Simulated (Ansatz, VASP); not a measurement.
## Hf3AlN4: VASP beside Ansatz

Contents of INCAR:

```
  PREC = Accurate
  ENCUT = 520
  EDIFF = 1E-6
  ISMEAR = 0
  SIGMA = 0.1
  LREAL = False
  LASPH = True
  NELM = 100
  ALGO = Normal
  ISIF = 2
  LWAVE = False
  LCHARG = False
  GGA = PE
  NBANDS = 36
```

KPOINTS

```
regular mesh
0
Gamma
  4 4 6
```

POSCAR

```
Hf3AlN4
1.0
    3.4453365000     -4.8724416100      0.0000000000
    3.4453365000      4.8724416100      0.0000000000
    0.0000000000      0.0000000000      3.4453365000
Hf Al N
3 1 4
Direct
    0.0000000000      0.0000000000      0.0000000000
    0.0000000000      0.5000000000      0.5000000000
    0.5000000000      0.0000000000      0.5000000000
    0.5000000000      0.5000000000      0.0000000000
    0.7500000000      0.2500000000      0.0000000000
    0.7500000000      0.7500000000      0.5000000000
    0.2500000000      0.2500000000      0.5000000000
    0.2500000000      0.7500000000      0.0000000000
```

Input for Ansatz:

```yaml
crystal:
  lattice:
    - [3.4453365, -4.87244161, 0.0]
    - [3.4453365, 4.87244161, 0.0]
    - [0.0, 0.0, 3.4453365]
  atoms:
    - { symbol: Hf, position: [0.0, 0.0, 0.0] }
    - { symbol: Hf, position: [0.0, 0.5, 0.5] }
    - { symbol: Hf, position: [0.5, 0.0, 0.5] }
    - { symbol: Al, position: [0.5, 0.5, 0.0] }
    - { symbol: "N", position: [0.75, 0.25, 0.0] }
    - { symbol: "N", position: [0.75, 0.75, 0.5] }
    - { symbol: "N", position: [0.25, 0.25, 0.5] }
    - { symbol: "N", position: [0.25, 0.75, 0.0] }
basis:
  ecutwfc: 420
kpoints:
  mp_grid: { grid: [4, 4, 6] }
hamiltonian:
  xc: pbe
scf:
  occupations: { method: gaussian, width: 0.1 }
  lower_state_search: "off"
output:
  forces: true
  stress: true
  eigenvalues: true
```

Alike in both runs: task single point; functional PBE; k mesh 4 × 4 × 6; occupations gaussian, width 0.1 eV; no spin polarisation.

```csv
,VASP,Ansatz
version,VASP 6.6.1,Ansatz 0.2.0
potentials or method,"VASP PAW PBE potentials, release 64 (Hf_pv, Al, N), cutoff 520 eV","scalar-relativistic, plane waves, PAW"
valence electrons in the cell,53,101
```

Ansatz gave:

```
gap on the k mesh at the Fermi level (eV) : none
rms of the force components (eV/Å)        : 0.081
```

What did VASP give for the same quantities?

gap on the k mesh at the Fermi level (eV): none; rms of the force components (eV/Å): 0.063.

Atom by atom the forces differ by 0.019 eV/Å (rms over components). A gap of «none» marks a metal or a gap that the smearing closes. VASP's potentials hold 53 valence electrons a cell and Ansatz's 101, so a difference there can come from the potentials and not from the codes.

Spin-orbit coupling is off throughout.
